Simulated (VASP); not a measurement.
Cd4SbO, 6 atoms in the cell. It takes space group F-43m (No. 216, cubic). The conventional cell has a = 8.066 Å, b = 8.066 Å, c = 8.066 Å, α = 90.00°, β = 90.00°, γ = 90.00°. Within 3.7 Å of Cd (site symmetry 3m) lie 6 Cd at 2.84 to 2.87 Å and 3 O at 3.34 Å and 3 Sb at 3.35 Å. Sb (site symmetry -43m) has 12 Cd at 3.35 Å and 4 O at 3.49 Å within 4.4 Å. O (site symmetry -43m) has 12 Cd at 3.34 Å and 4 Sb at 3.49 Å within 4.4 Å. The cell was generated, and may not be a known phase.

```yaml
Program: VASP 6.6.1
Task: single point
Functional: PBE
Potentials_or_basis: VASP PAW PBE potentials, release 64 (Cd, Sb, O)
Cutoff: 520 eV
k_mesh: 8 × 8 × 8
Occupations: gaussian, width 0.1 eV
Spin: no spin polarisation
Dipole_correction: no
Further_INCAR_settings: ALGO = Fast; EDIFF = 1e-06; NBANDS = 38
```

Potentials or basis: VASP PAW PBE potentials, release 64 (Cd, Sb, O).

Launch:

```console
$ cat potpaw_PBE.64/Cd/POTCAR potpaw_PBE.64/Sb/POTCAR potpaw_PBE.64/O/POTCAR > POTCAR
$ mpirun -np 1 vasp_std > vasp.out
```

Hardware: 1 thread of Oxide Virtual Turin-like Processor, with other jobs on the host.

**Question.** Estimate the wall time of this run.

**Answer.** It took 3.2 min on 1 thread of Oxide Virtual Turin-like Processor, with other jobs on the host, peak memory 0.29 GiB. Counts: scf iterations 17, k points 29.
